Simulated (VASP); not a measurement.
Write the native input for VASP 6.6.1 that does the following.

- Task: relaxation of cell and atoms
- Functional: PBEsol
- Potentials or basis: VASP PAW PBE potentials, release 64 (Be, Sb, Sn_d)
- Cutoff: 600 eV
- k mesh: 6 × 6 × 4
- Occupations: fermi-dirac, width 0.03 eV
- Spin: no spin polarisation
- Dipole correction: no
- Further INCAR settings: ALGO = Normal; EDIFF = 1e-06; IBRION = 2; EDIFFG = -0.01; NSW = 100; ISIF = 3

The structure of BeSnSb2 lies in POSCAR:

```
BeSnSb2
1.0
    4.1467411856      0.0000000000      0.0000000000
    0.0000000000      4.1467411856      0.0000000000
    0.0000000000      0.0000000000      5.8643776243
Be Sb Sn
1 2 1
Direct
    0.0000000000      0.0000000000      0.0000000000
    0.0000000000      0.5000000000      0.2500000000
    0.5000000000      0.0000000000      0.7500000000
    0.5000000000      0.5000000000      0.5000000000
```

The input as run:

INCAR

```
SYSTEM = BeSnSb2
PREC = Accurate ; ENCUT = 600
EDIFF = 1E-6 ; ISMEAR = -1
SIGMA = 0.03 ; LREAL = .FALSE.
LASPH = .TRUE. ; NELM = 100
ALGO = Normal ; ISIF = 3
LWAVE = .FALSE. ; LCHARG = .FALSE.
GGA = PS ; IBRION = 2
NSW = 100 ; EDIFFG = -0.01
```

KPOINTS

```
Automatic mesh
0
G
  6 6 4
  0 0 0
```

Potentials or basis: VASP PAW PBE potentials, release 64 (Be, Sb, Sn_d).

Launch:

```sh
$ cat potpaw_PBE.64/Be/POTCAR potpaw_PBE.64/Sb/POTCAR potpaw_PBE.64/Sn_d/POTCAR > POTCAR
$ mpirun -np 1 vasp_std > vasp.out
```

Results of the run:

```
Relaxed volume                        : 27.88 Å³/atom
Relaxed cell                          : a = 4.300 Å, b = 4.300 Å, c = 6.030 Å, α = 90.00°, β = 90.00°, γ = 90.00°
Space group after relaxing (to 0.1 Å) : P-4m2 (No. 115)
Energy gained by relaxing             : 374.9 meV/atom
Ionic steps                           : 14
Pressure after relaxing               : 0.0 GPa
Largest force after relaxing          : 0.005 eV/Å
Band gap on the k mesh                : zero (bands 13 and 14 overlap by 0.63 eV)
```

Caveat: the PAW data sets were made with another functional, which shifts forces and pressure a little; spin-orbit coupling is left out, which moves the levels of the heavy elements.

Wall time 4.9 min on 1 thread of AMD EPYC 9R45 96-Core Processor (Zen 5), on a shared host, peak memory 0.27 GiB.
